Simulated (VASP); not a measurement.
# Y7TiN8 (Fm-3m) in VASP: single point with PBEsol+U

Aim: the single point of Y7TiN8 with PBEsol+U.

Everything below comes from runs of VASP 6.6.1. Logs are shortened: lines on timing, memory, paths and dates and some standing lists are left out, and cuts for length are marked.

### 1 The cell of the first run

The structure is cubic, space group Fm-3m (No. 225). The conventional cell has a = 9.787 Å, b = 9.787 Å, c = 9.787 Å, α = 90.00°, β = 90.00°, γ = 90.00°. Within 3.1 Å of Ti (site symmetry m-3m) lie 6 N at 2.34 Å. Within 3.2 Å of Y (site symmetry mmm) lie 6 N at 2.45 Å. Within 3.5 Å of Y (site symmetry m-3m) lie 6 N at 2.55 Å and 12 Y at 3.46 Å. N (site symmetry -43m) has 6 Y at 2.45 Å within 3.2 Å. Within 3.1 Å of N (site symmetry 4mm) lie 1 Ti at 2.34 Å and 5 Y at 2.45 to 2.55 Å.

### 2 Single point, PBEsol+U, collinear spin

File INCAR:

```
  PREC = Accurate
  ENCUT = 520
  EDIFF = 1E-7
  ISMEAR = 0
  SIGMA = 0.05
  LREAL = Auto
  LASPH = True
  NELM = 150
  ALGO = Normal
  ISIF = 2
  LWAVE = False
  LCHARG = False
  ISPIN = 2
  MAGMOM = 1 0 0 0 0 0 0 0 0 0 0 0 0 0 0 0
  LORBIT = 11
  LMAXMIX = 4
  LDAU = True
  LDAUTYPE = 2
  LDAUL = 2 -1 -1
  LDAUU = 3 0 0
  LDAUJ = 0 0 0
  LDAUPRINT = 1
  GGA = PS
  NBANDS = 82
```

File KPOINTS:

```
Automatic mesh
0
Gamma
  3 3 3
```

File POSCAR:

```
Y7TiN8
1.0
    0.0000000000      4.8935000000      4.8935000000
    4.8935000000      0.0000000000      4.8935000000
    4.8935000000      4.8935000000      0.0000000000
Ti Y N
1 7 8
Direct
    0.2500000000      0.2500000000      0.2500000000
    0.2500000000      0.2500000000      0.7500000000
    0.2500000000      0.7500000000      0.2500000000
    0.2500000000      0.7500000000      0.7500000000
    0.7500000000      0.2500000000      0.2500000000
    0.7500000000      0.2500000000      0.7500000000
    0.7500000000      0.7500000000      0.2500000000
    0.7500000000      0.7500000000      0.7500000000
    0.0000000000      0.0000000000      0.0000000000
    0.0105997846      0.0105997846      0.4894002154
    0.0105997846      0.4894002154      0.0105997846
    0.0105997846      0.4894002154      0.4894002154
    0.4894002154      0.0105997846      0.0105997846
    0.4894002154      0.0105997846      0.4894002154
    0.4894002154      0.4894002154      0.0105997846
    0.5000000000      0.5000000000      0.5000000000
```

Potentials or basis: VASP PAW PBE potentials, release 64 (Ti_sv, Y_sv, N).

On the command line:

```console
cat potpaw_PBE.64/Ti_sv/POTCAR potpaw_PBE.64/Y_sv/POTCAR potpaw_PBE.64/N/POTCAR > POTCAR
mpirun -np 1 vasp_std > vasp.out
```

OUTCAR:

```text
PREC = Accurate
   ENCUT = 520
   EDIFF = 1E-7
   ISMEAR = 0
   LREAL = Auto
   LASPH = True
   NELM = 150
   ISIF = 2
   ISPIN = 2
   LORBIT = 11
   GGA = PS

 ion  position               nearest neighbor table
   1  0.250  0.250  0.250-  10 2.34  11 2.34  12 2.34  13 2.34  14 2.34  15 2.34   2 3.46   3 3.46
                             5 3.46   2 3.46   4 3.46   6 3.46   3 3.46   4 3.46   7 3.46   5 3.46
   2  0.250  0.250  0.750-   9 2.45  16 2.45  12 2.45  13 2.45  14 2.45  11 2.45   1 3.46   4 3.46
                             6 3.46   1 3.46   3 3.46   5 3.46   3 3.46   4 3.46   8 3.46   5 3.46
   3  0.250  0.750  0.250-   9 2.45  16 2.45  12 2.45  13 2.45  15 2.45  10 2.45   1 3.46   4 3.46
                             7 3.46   2 3.46   4 3.46   8 3.46   1 3.46   2 3.46   5 3.46   5 3.46
   4  0.250  0.750  0.750-   9 2.45  16 2.45  11 2.45  14 2.45  15 2.45  10 2.45   2 3.46   3 3.46
                             8 3.46   1 3.46   3 3.46   7 3.46   1 3.46   2 3.46   6 3.46   6 3.46
   5  0.750  0.250  0.250-   9 2.45  16 2.45  11 2.45  14 2.45  15 2.45  10 2.45   1 3.46   6 3.46
                             7 3.46   2 3.46   6 3.46   8 3.46   3 3.46   7 3.46   8 3.46   1 3.46
   6  0.750  0.250  0.750-   9 2.45  16 2.45  12 2.45  13 2.45  15 2.45  10 2.45   2 3.46   5 3.46
                             8 3.46   1 3.46   5 3.46   7 3.46   4 3.46   7 3.46   8 3.46   1 3.46
   7  0.750  0.750  0.250-   9 2.45  16 2.45  12 2.45  13 2.45  14 2.45  11 2.45   3 3.46   5 3.46
                             8 3.46   4 3.46   6 3.46   8 3.46   1 3.46   5 3.46   6 3.46   1 3.46
   8  0.750  0.750  0.750-  10 2.55  11 2.55  12 2.55  13 2.55  14 2.55  15 2.55   4 3.46   6 3.46
                             7 3.46   3 3.46   5 3.46   7 3.46   2 3.46   5 3.46   6 3.46   2 3.46
   9  0.000  0.000  0.000-   2 2.45   3 2.45   4 2.45   5 2.45   6 2.45   7 2.45
  10  0.011  0.011  0.489-   1 2.34   3 2.45   4 2.45   5 2.45   6 2.45   8 2.55
  11  0.011  0.489  0.011-   1 2.34   2 2.45   4 2.45   5 2.45   7 2.45   8 2.55
  12  0.011  0.489  0.489-   1 2.34   2 2.45   3 2.45   6 2.45   7 2.45   8 2.55
  13  0.489  0.011  0.011-   1 2.34   2 2.45   3 2.45   6 2.45   7 2.45   8 2.55
  14  0.489  0.011  0.489-   1 2.34   2 2.45   4 2.45   5 2.45   7 2.45   8 2.55
  15  0.489  0.489  0.011-   1 2.34   3 2.45   4 2.45   5 2.45   6 2.45   8 2.55
  16  0.500  0.500  0.500-   2 2.45   3 2.45   4 2.45   5 2.45   6 2.45   7 2.45

  LATTYP: Found a face centered cubic cell.
 ALAT       =     9.7870000000

  Lattice vectors:

 A1 = (   0.0000000000,   4.8935000000,   4.8935000000)
 A2 = (   4.8935000000,   0.0000000000,   4.8935000000)
 A3 = (   4.8935000000,   4.8935000000,   0.0000000000)

Analysis of symmetry for initial positions (statically):
=====================================================================
 Subroutine PRICEL returns:
 Original cell was already a primitive cell.

 Routine SETGRP: Setting up the symmetry group for a
[... 235 lines left out ...]
 Fermi energy:         5.2894281111

 spin component 1

 k-point     1 :       0.0000    0.0000    0.0000
  band No.  band energies     occupation
      1     -53.8617      1.00000
      2     -37.1742      1.00000
      3     -36.4270      1.00000
      4     -36.3490      1.00000
      5     -36.3490      1.00000
      6     -36.3490      1.00000
[... 305 lines left out ...]
     75       8.1526      0.00000
     76       8.2523      0.00000
 Fermi energy:         5.2894281111

 spin component 2

 k-point     1 :       0.0000    0.0000    0.0000
  band No.  band energies     occupation
      1     -53.6752      1.00000
      2     -37.1636      1.00000
      3     -36.4229      1.00000
      4     -36.3450      1.00000
      5     -36.3450      1.00000
      6     -36.3450      1.00000
[... 305 lines left out ...]
     75       8.1705      0.00000
     76       8.3054      0.00000
 [bands above 76 left out]

------------------------ aborting loop because EDIFF is reached ----------------------------------------

  FORCE on cell =-STRESS in cart. coord.  units (eV):
  Direction    XX          YY          ZZ          XY          YZ          ZX
  --------------------------------------------------------------------------------------
  -------------------------------------------------------------------------------------
  Total      -16.8663953    -16.8663953    -16.8663953      0.0000000      0.0000000      0.0000000
  in kB     -115.3039229   -115.3039229   -115.3039229      0.0000000      0.0000000      0.0000000
  external PRESSURE =    -115.3039229 kB  Pullay stress =       0.0000000 kB

 VOLUME and BASIS-vectors are now :
 -----------------------------------------------------------------------------
  energy-cutoff  :      520.00
  volume of cell :      234.36
      direct lattice vectors                 reciprocal lattice vectors
     0.000000000  4.893500000  4.893500000    -0.102176356  0.102176356  0.102176356
     4.893500000  0.000000000  4.893500000     0.102176356 -0.102176356  0.102176356
     4.893500000  4.893500000  0.000000000     0.102176356  0.102176356 -0.102176356

 POSITION                                       TOTAL-FORCE (eV/Angst)
 -----------------------------------------------------------------------------------
      2.44675      2.44675      2.44675         0.000000      0.000000      0.000000
      4.89350      4.89350      2.44675         0.000000      0.000000      0.000000
      4.89350      2.44675      4.89350         0.000000      0.000000      0.000000
      7.34025      4.89350      4.89350         0.000000     -0.000000      0.000000
      2.44675      4.89350      4.89350         0.000000      0.000000      0.000000
      4.89350      7.34025      4.89350         0.000000     -0.000000      0.000000
[... 8 lines left out ...]
      2.44675      2.44675      4.78976         0.000000      0.000000      0.017453
      4.89350      4.89350      4.89350         0.000000     -0.000000      0.000000
 -----------------------------------------------------------------------------------
    total drift:                                0.000000      0.000000      0.000000

  FREE ENERGIE OF THE ION-ELECTRON SYSTEM (eV)
  ---------------------------------------------------
  free  energy   TOTEN  =      -150.9746798723 eV

  energy  without entropy=     -150.9693932473  energy(sigma->0) =     -150.97203656

 total charge

# of ion       s       p       d       f       tot
--------------------------------------------------
    1        2.157   6.136   1.556   0.000   9.848
    2        2.191   6.520   1.074   0.093   9.878
    3        2.191   6.520   1.074   0.093   9.878
    4        2.191   6.520   1.074   0.093   9.878
    5        2.191   6.520   1.074   0.093   9.878
    6        2.191   6.520   1.074   0.093   9.878
[... 8 lines left out ...]
   15        1.237   2.367   0.000   0.000   3.604
   16        1.237   2.395   0.000   0.000   3.632
--------------------------------------------------
tot         27.377  70.652   9.013   0.624 107.666

 magnetization (x)

# of ion       s       p       d       f       tot
--------------------------------------------------
    1        0.003   0.002   0.180   0.000   0.185
    2        0.000  -0.000   0.009   0.001   0.010
    3        0.000  -0.000   0.009   0.001   0.010
    4        0.000  -0.000   0.009   0.001   0.010
    5        0.000  -0.000   0.009   0.001   0.010
    6        0.000  -0.000   0.009   0.001   0.010
[... 8 lines left out ...]
   15       -0.000  -0.007   0.000   0.000  -0.007
   16        0.000   0.008   0.000   0.000   0.008
--------------------------------------------------
tot          0.002  -0.025   0.259   0.004   0.241
```

stdout:

```text
POSCAR found type information on POSCAR TiY N
 POSCAR found :  3 types and      16 ions
 scaLAPACK will be used
 -----------------------------------------------------------------------------
|                                                                             |
|                                                                             |
|     You enforced a specific xc type in the INCAR file but a different       |
|     I HOPE YOU KNOW WHAT YOU ARE DOING!                                     |
|                                                                             |
 -----------------------------------------------------------------------------

 LDA part: xc-table for (Slater+PW92), standard interpolation
 POSCAR, INCAR and KPOINTS ok, starting setup
 FFT: planning ... GRIDC
 FFT: planning ... GRID_SOFT
 FFT: planning ... GRID
 WAVECAR not read
 entering main loop
```

Wall time 25 min (1 thread of Intel Xeon 8259CL, shared host); peak memory 0.59 GiB.

What came out:

```yaml
Free_energy: -150.9747 eV
Pressure: -11.5 GPa
Largest_force: 0.017 eV/Å
Net_moment: 0.33 μB per cell
Site_moments: Ti +0.18; Y +0.01, +0.03 (each value once); N +0.01, -0.01 (each value once) μB
Valence_electrons_inside_the_program's_atomic_spheres: Ti 9.85; Y 9.88, 9.66 (each value once); N 3.63, 3.60 (each value once)
```

Forces on the atoms (eV/Å):
```
Ti   0.000  0.000  0.000
Y    0.000  0.000  0.000
Y    0.000  0.000  0.000
Y    0.000  0.000  0.000
Y    0.000  0.000  0.000
Y    0.000  0.000  0.000
Y    0.000  0.000  0.000
Y    0.000  0.000  0.000
N    0.000  0.000  0.000
N    0.000  0.000 -0.017
N    0.000 -0.017  0.000
N    0.017  0.000  0.000
N   -0.017  0.000  0.000
N    0.000  0.017  0.000
N    0.000  0.000  0.017
N    0.000  0.000  0.000
```

Levels at points of the mesh, in eV from the Fermi level:
Spin up:
```tsv
k point	band 62	band 63	band 64	band 65	band 66	band 67	band 68	band 69
(0.00, 0.00, 0.00)	-1.17	-1.17	-1.17	-1.12	-1.12	-1.12	1.06	1.06
```
Spin down:
| k point | band 61 | band 62 | band 63 | band 64 | band 65 | band 66 | band 67 | band 68 |
| --- | --- | --- | --- | --- | --- | --- | --- | --- |
| (0.00, 0.00, 0.00) | -1.57 | -1.12 | -1.12 | -1.12 | -1.08 | -1.08 | -1.08 | 1.26 |

Eigenvalues of the final occupation matrices:
| site | spin | trace | eigenvalues |
| --- | --- | --- | --- |
| site 1 d | 1 | 0.88 | 0.16 0.16 0.16 0.20 0.20 |
| site 1 d | 2 | 0.70 | 0.10 0.10 0.10 0.20 0.20 |

Caveat: the k points lie up to 0.37 Å⁻¹ apart; the PAW data sets were made with another functional, which shifts forces and pressure a little.
